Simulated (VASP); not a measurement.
# Rb (Immm) in VASP: further runs

Runs on Rb. Level: PBE. Tasks: single point.

Program: VASP 6.6.1. These are calculated values, not measurements. Logs are shortened: lines on timing, memory, paths and dates and some standing lists are left out, and cuts for length are marked.

## Step 1: The cell of the first run

The structure is orthorhombic, space group Immm (No. 71). Conventional cell: a = 5.462 Å, b = 5.554 Å, c = 5.909 Å, α = 90.00°, β = 90.00°, γ = 90.00°.

## Step 2: Single point, PBE (strain -0.0600 x Voigt [0, 1, 0, 0, 0, 0])

Input file INCAR:

```
SYSTEM = Rb
PREC     = Accurate       ! precision mode
ENCUT    = 520            ! plane-wave cutoff, eV
EDIFF    = 1E-6           ! SCF threshold, eV
ISMEAR   = 0              ! smearing method
SIGMA    = 0.15           ! smearing width, eV
LREAL    = .FALSE.        ! projectors in reciprocal space
LASPH    = .TRUE.         ! aspherical terms in the spheres
NELM     = 100            ! most SCF steps
ALGO     = Fast           ! electronic algorithm
ISIF     = 2              ! what is computed and relaxed
LWAVE    = .FALSE.        ! write WAVECAR
LCHARG   = .TRUE.         ! write CHGCAR
GGA      = PE             ! functional
LELF     = .TRUE.         ! ELF
LVHAR    = .TRUE.       
NBANDS   = 10             ! bands
```

Input file KPOINTS:

```
Automatic mesh
0
G
  12 12 12
  0 0 0
```

Input file POSCAR:

```
Rb
1.0
   -2.9545118615      2.7772411498      2.7308451955
    2.9545118615     -2.7772411498      2.7308451955
    2.9545118615      2.7772411498     -2.7308451955
Rb
1
Direct
    0.0000000000      0.0000000000      0.0000000000
```

Potentials or basis: VASP PAW PBE potentials, release 64 (Rb_sv).

On the command line:

```sh
> cat potpaw_PBE.64/Rb_sv/POTCAR > POTCAR
> mpirun -np 1 vasp_std > vasp.out
```

OUTCAR:

```text
SYSTEM = Rb
   PREC = Accurate
   ENCUT = 520
   EDIFF = 1E-6
   ISMEAR = 0
   LREAL = .FALSE.
   LASPH = .TRUE.
   NELM = 100
   ISIF = 2
   GGA = PE

 ion  position               nearest neighbor table
   1  0.000  0.000  0.000-

  LATTYP: Found a body centered orthorhombic cell.
 ALAT       =     5.4616903910
 B/A-ratio  =     1.0169895952
 C/A-ratio  =     1.0819038246

  Lattice vectors:

 A1 = (  -2.9545118615,   2.7772411498,  -2.7308451955)
 A2 = (  -2.9545118615,  -2.7772411498,   2.7308451955)
 A3 = (   2.9545118615,   2.7772411498,   2.7308451955)

Analysis of symmetry for initial positions (statically):
=====================================================================
 Subroutine PRICEL returns:
 Original cell was already a primitive cell.

 Routine SETGRP: Setting up the symmetry group for a
 body centered orthorhombic supercell.

 Subroutine GETGRP returns: Found  8 space group operations
 (whereof  8 operations were pure point group operations)
 out of a pool of  8 trial point group operations.

The static configuration has the point symmetry D_2h.

Analysis of symmetry for dynamics (positions and initial velocities):
=====================================================================
 Subroutine PRICEL returns:
 Original cell was already a primitive cell.

 Routine SETGRP: Setting up the symmetry group for a
 body centered orthorhombic supercell.

 Subroutine GETGRP returns: Found  8 space group operations
 (whereof  8 operations were pure point group operations)
 out of a pool of  8 trial point group operations.

The dynamic configuration has the point symmetry D_2h.

 Subroutine INISYM returns: Found  8 space group operations
 (whereof  8 operations are pure point group operations),
 and found     1 'primitive' translations

----------------------------------------------------------------------------------------

                                     Primitive cell

  volume of cell :      89.6306

  direct lattice vectors                    reciprocal lattice vectors
    -2.954511861  2.777241150  2.730845196     0.000000000  0.180034780  0.183093498
     2.954511861 -2.777241150  2.730845196     0.169232693  0.000000000  0.183093498
     2.954511861  2.777241150 -2.730845196     0.169232693  0.180034780  0.000000000

  length of vectors
     4.888734420  4.888734420  4.888734420     0.256779577  0.249324956  0.247087488

  position of ions in fractional coordinates (direct lattice)
     0.000000000  0.000000000  0.000000000

  ion indices of the primitive-cell ions
   primitive index   ion index
                 1           1

----------------------------------------------------------------------------------------

 KPOINTS: Automatic mesh

Automatic generation of k-mesh.
 Grid dimensions read from file:
 generate k-points for:   12   12   12

 Generating k-lattice:

  Cartesian coordinates                     Fractional coordinates (reciprocal lattice)
     0.000000000  0.015002898  0.015257792     0.083333333 -0.000000000  0.000000000
     0.014102724  0.000000000  0.015257792    -0.000000000  0.083333333  0.000000000
     0.014102724  0.015002898  0.000000000     0.000000000 -0.000000000  0.083333333

  Length of vectors
     0.021398298  0.020777080  0.020590624

  Shift w.r.t. Gamma in fractional coordinates (k-lattice)
     0.000000000  0.000000000  0.000000000

 Subroutine IBZKPT returns following result:
 ===========================================

 Found    280 irreducible k-points:

 Following reciprocal coordinates:
            Coordinates               Weight
  0.000000  0.000000  0.000000      1.000000
  0.083333  0.000000 -0.000000      4.000000
  0.166667  0.000000  0.000000      4.000000
  0.250000  0.000000  0.000000      4.000000
  0.333333  0.000000  0.000000      4.000000
  0.416667  0.000000 -0.000000      4.000000
[... 16 lines left out ...]
  0.250000  0.166667 -0.000000      8.000000
  0.333333  0.166667  0.000000      8.000000
 [... further k-points ...]
   k-points           NKPTS =    280   k-points in BZ     NKDIM =    280   number of bands    NBANDS=     10
   number of dos      NEDOS =    301   number of ions     NIONS =      1
   total plane-waves  NPLWV =  46656
   dimension x,y,z NGX =    36 NGY =   36 NGZ =   36
   dimension x,y,z NGXF=    72 NGYF=   72 NGZF=   72
   ions per type =               1
   NGX,Y,Z   is equivalent  to a cutoff of  12.24, 12.24, 12.24 a.u.
   NGXF,Y,Z  is equivalent  to a cutoff of  24.48, 24.48, 24.48 a.u.
 SYSTEM =  Rb
   PREC   = accura    normal or accurate (medium, high low for compatibility)
   ISTART =      0    job   : 0-new  1-cont  2-samecut
   ICHARG =      2    charge: 1-file 2-atom 10-const
   ISPIN  =      1    spin polarized calculation?
   LNONCOLLINEAR =      F non collinear calculations
   LSORBIT =      F    spin-orbit coupling
   LASPH  =      T    aspherical Exc in radial PAW
   ENCUT  =  520.0 eV  38.22 Ry    6.18 a.u.   9.09  9.09  9.09*2*pi/ulx,y,z
   NELM   =    100;   NELMIN=  2; NELMDL= -5     # of ELM steps
   EDIFF  = 0.1E-05   stopping-criterion for ELM
   LREAL  =      F    real-space projection
   EDIFFG = 0.1E-04   stopping-criterion for IOM
   NSW    =      0    number of steps for IOM
   IBRION =     -1    ionic relax: 0-MD 1-quasi-New 2-CG
   NFREE  =      0    steps in history (QN), initial steepest desc. (CG)
   ISIF   =      2    stress and relaxation
   ISYM   =      2    0-nonsym 1-usesym 2-fastsym
   POTIM  = 0.5000    time-step for ionic-motion
   TEBEG  =    0.0;   TEEND  =   0.0 temperature during run
   PSTRESS=    0.0 pullay stress
   NELECT =       9.0000    total number of electrons
   NUPDOWN=      -1.0000    fix difference up-down
   EMIN   =  10.00;   EMAX   =-10.00  energy-range for DOS
   EFERMI =   0.00;   METHOD = LEGACY
   ISMEAR =     0;   SIGMA  =   0.15  broadening in eV -4-tet -1-fermi 0-gaus
   EFERMI_NEDOS =   21; number of points for ismear=-14 and -15
   IALGO  =     68    algorithm
   IMIX   =      4    mixing-type and parameters
     AMIX     =   0.40;   BMIX     =  1.00
     AMIX_MAG =   1.60;   BMIX_MAG =  1.00
  volume/ion in A,a.u.               =      89.63       604.86
  Fermi-wavevector in a.u.,A,eV,Ry     =   0.760916  1.437923  7.877686  0.578994
  Thomas-Fermi vector in A             =   1.860040
   LORBIT       =      0    0 simple, 1 ext, 2 COOP (PROOUT), +10 PAW based schemes
   GGA     = PE    functional components
   LHFCALC =     F    Hartree Fock is set to
   AEXX    =    0.0000 exact exchange contribution
   IVDW    =     0    specifies the selected vdW correction
   LEPSILON=     F    determine dielectric tensor
   LRPA    =     F    only Hartree local field effects (RPA)
 non-spin polarized calculation
 RMM-DIIS sequential band-by-band and
 Gauss-broadening in eV      SIGMA  =   0.15
  energy-cutoff  :      520.00
  volume of cell :       89.63
 maximum number of plane-waves:      2436
   NGX = 19   NGY = 19   NGZ = 19

 number of electron       9.0000000 magnetization

 Free energy of the ion-electron system (eV)
  ---------------------------------------------------
  ext. energy  EPLUGINS =         0.00000000
  ---------------------------------------------------
  free energy    TOTEN  =        -0.94027853 eV

  energy without entropy =       -0.92929987  energy(sigma->0) =       -0.93478920

 E-fermi :   0.0446     XC(G=0):  -5.5028

 val. band max:        0.0188401162   @ k =  -0.1667   0.4167   0.1667
 cond. band min:       0.0545709416   @ k =   0.5000   0.2500  -0.0000
 fundamental gap:      0.0357308254
 Fermi energy:         0.0446479269

 k-point     1 :       0.0000    0.0000    0.0000
  band No.  band energies     occupation
      1     -28.8486      2.00000
      2     -12.8895      2.00000
      3     -12.8894      2.00000
      4     -12.8891      2.00000
      5      -1.9460      2.00000
      6       3.5946      0.00000
      7       3.6879      0.00000
      8       3.9842      0.00000
      9       4.4317      0.00000
     10       4.9264      0.00000

 k-point     2 :       0.0833    0.0000   -0.0000
  band No.  band energies     occupation
      1     -28.8482      2.00000
      2     -12.8963      2.00000
      3     -12.8916      2.00000
      4     -12.8897      2.00000
      5      -1.8587      2.00000
      6       3.4946      0.00000
      7       3.7228      0.00000
      8       3.8315      0.00000
      9       4.4152      0.00000
     10       4.7378      0.00000

 k-point     3 :       0.1667    0.0000    0.0000
  band No.  band energies     occupation
      1     -28.8474      2.00000
      2     -12.9148      2.00000
      3     -12.8984      2.00000
      4     -12.8905      2.00000
      5      -1.6025      2.00000
      6       3.1959      0.00000
      7       3.3061      0.00000
      8       3.9345      0.00000
      9       4.4042      0.00000
     10       4.6679      0.00000

 k-point     4 :       0.2500    0.0000    0.0000
  band No.  band energies     occupation
      1     -28.8462      2.00000
      2     -12.9398      2.00000
      3     -12.9077      2.00000
      4     -12.8916      2.00000
      5      -1.1946      2.00000
      6       2.6428      0.00000
      7       2.8775      0.00000
      8       4.2876      0.00000
      9       4.4483      0.00000
     10       4.7651      0.00000

 k-point     5 :       0.3333    0.0000    0.0000
  band No.  band energies     occupation
      1     -28.8451      2.00000
      2     -12.9644      2.00000
      3     -12.9170      2.00000
      4     -12.8927      2.00000
      5      -0.6656      2.00000
      6       1.9954      0.00000
      7       2.6209      0.00000
      8       4.5855      0.00000
      9       4.7605      0.00000
     10       4.7917      0.00000

 k-point     6 :       0.4167    0.0000   -0.0000
  band No.  band energies     occupation
      1     -28.8442      2.00000
      2     -12.9821      2.00000
      3     -12.9237      2.00000
      4     -12.8935      2.00000
      5      -0.0686      1.71424
      6       1.3788      0.00000
      7       2.4585      0.00000
      8       4.6141      0.00000
      9       4.8287      0.00000
     10       5.3128      0.00000
[... 183 lines left out ...]
 k-point    21 :       0.0833    0.1667    0.0000
  band No.  band energies     occupation
      1     -28.8467      2.00000
      2     -12.9312      2.00000
      3     -12.9009      2.00000
      4     -12.8925      2.00000
      5      -1.3709      2.00000
      6       2.7603      0.00000
      7       3.1616      0.00000
      8       4.1913      0.00000
      9       4.3120      0.00000
     10       4.8019      0.00000

 k-point    22 :       0.1667    0.1667    0.0000
  band No.  band energies     occupation
      1     -28.8457      2.00000
      2     -12.9500      2.00000
      3     -12.9080      2.00000
      4     -12.8972      2.00000
      5      -0.9711      2.00000
      6       2.4047      0.00000
      7       2.7269      0.00000
      8       4.2513      0.00000
      9       4.4332      0.00000
     10       5.1008      0.00000

 k-point    23 :       0.2500    0.1667   -0.0000
  band No.  band energies     occupation
      1     -28.8447      2.00000
      2     -12.9662      2.00000
      3     -12.9196      2.00000
      4     -12.8995      2.00000
      5      -0.4497      2.00000
      6       1.9745      0.00000
      7       2.3645      0.00000
      8       4.3369      0.00000
      9       4.5298      0.00000
     10       5.2887      0.00000

 k-point    24 :       0.3333    0.1667    0.0000
  band No.  band energies     occupation
      1     -28.8439      2.00000
      2     -12.9767      2.00000
      3     -12.9297      2.00000
      4     -12.9006      2.00000
      5       0.1471      0.33398
      6       1.4456      0.00000
      7       2.1684      0.00000
      8       4.1523      0.00000
      9       4.7326      0.00000
     10       5.4365      0.00000

 [... further k-points ...]

------------------------ aborting loop because EDIFF is reached ----------------------------------------

  FORCE on cell =-STRESS in cart. coord.  units (eV):
  Direction    XX          YY          ZZ          XY          YZ          ZX
  --------------------------------------------------------------------------------------
  -------------------------------------------------------------------------------------
  Total        0.0230633      0.0266673      0.0328540      0.0000000     -0.0000000      0.0000000
  in kB        0.4122635      0.4766874      0.5872755      0.0000000     -0.0000000      0.0000000
  external PRESSURE =       0.4920755 kB  Pullay stress =       0.0000000 kB

 VOLUME and BASIS-vectors are now :
 -----------------------------------------------------------------------------
  energy-cutoff  :      520.00
  volume of cell :       89.63
      direct lattice vectors                 reciprocal lattice vectors
    -2.954511861  2.777241150  2.730845196     0.000000000  0.180034780  0.183093498
     2.954511861 -2.777241150  2.730845196     0.169232693  0.000000000  0.183093498
     2.954511861  2.777241150 -2.730845196     0.169232693  0.180034780  0.000000000

 POSITION                                       TOTAL-FORCE (eV/Angst)
 -----------------------------------------------------------------------------------
      0.00000      0.00000      0.00000        -0.000000      0.000000      0.000000
 -----------------------------------------------------------------------------------
    total drift:                               -0.000000     -0.000000      0.000000

  FREE ENERGIE OF THE ION-ELECTRON SYSTEM (eV)
  ---------------------------------------------------
  free  energy   TOTEN  =        -0.9402785323 eV

  energy  without entropy=       -0.9292998727  energy(sigma->0) =       -0.93478920
```

Wall time 3 min (1 thread of AMD EPYC 9755, shared host); peak memory 0.34 GiB.

What came out:

```
Free energy            : -0.9403 eV
Pressure               : 0.0 GPa
Band gap on the k mesh : zero (an odd number of electrons rules out a gap without spin polarisation)
```

Caveat: the cell differs from its parent crystal (strain -0.0600 x Voigt [0, 1, 0, 0, 0, 0]).

(Continued in part 2 of 2.)

The gap in the log of VASP goes by the Fermi energy; the results here count the filled bands.